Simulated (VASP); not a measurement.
Here is a VASP 6.6.1 calculation.

INCAR

```
SYSTEM = WC
ALGO     = Normal         ! electronic algorithm
EDIFF    = 1E-6           ! SCF threshold, eV
ENCUT    = 910            ! plane-wave cutoff, eV
GGA      = PE             ! functional
GGA_COMPAT= .FALSE.      
ISIF     = 2              ! what is computed and relaxed
ISMEAR   = 1              ! smearing method
LASPH    = .TRUE.         ! aspherical terms in the spheres
LCHARG   = .FALSE.        ! write CHGCAR
LREAL    = .FALSE.        ! projectors in reciprocal space
LWAVE    = .FALSE.        ! write WAVECAR
NBANDS   = 16             ! bands
NELM     = 120            ! most SCF steps
PREC     = Accurate       ! precision mode
SIGMA    = 0.2            ! smearing width, eV
```

KPOINTS

```
k-points
0
G
  11 11 10
  0 0 0
```

POSCAR

```
WC
1.0
    2.9065000000      0.0000000000      0.0000000000
   -1.4532500000      2.5171028361      0.0000000000
    0.0000000000      0.0000000000      2.8366000000
W C
1 1
Direct
    0.0000000000      0.0000000000      0.0000000000
    0.6666666667      0.3333333333      0.5000000000
```

Potentials or basis: VASP PAW PBE potentials, release 64 (W_sv, C_h).

Command:

```sh
$ cat potpaw_PBE.64/W_sv/POTCAR potpaw_PBE.64/C_h/POTCAR > POTCAR
$ mpirun -np 1 vasp_std > vasp.out
```

**Question.** Predict the pressure.

**Answer.** 6.7 GPa.

**Question.** What does it give for the band gap on the k mesh?

**Answer.** Zero (band 9 reaches 12.05 eV, above the bottom of band 10 at 10.82 eV).

Stress tensor (GPa, compression positive):
```
6.70 0.00 0.00
0.00 6.70 0.00
0.00 0.00 6.58
```

Caveat: the cutoff is under 1.25 times the usual one of these potentials, so pressure, stress and relaxed cells hold a basis-set (Pulay) error; spin-orbit coupling is left out, which moves the levels of the heavy elements.
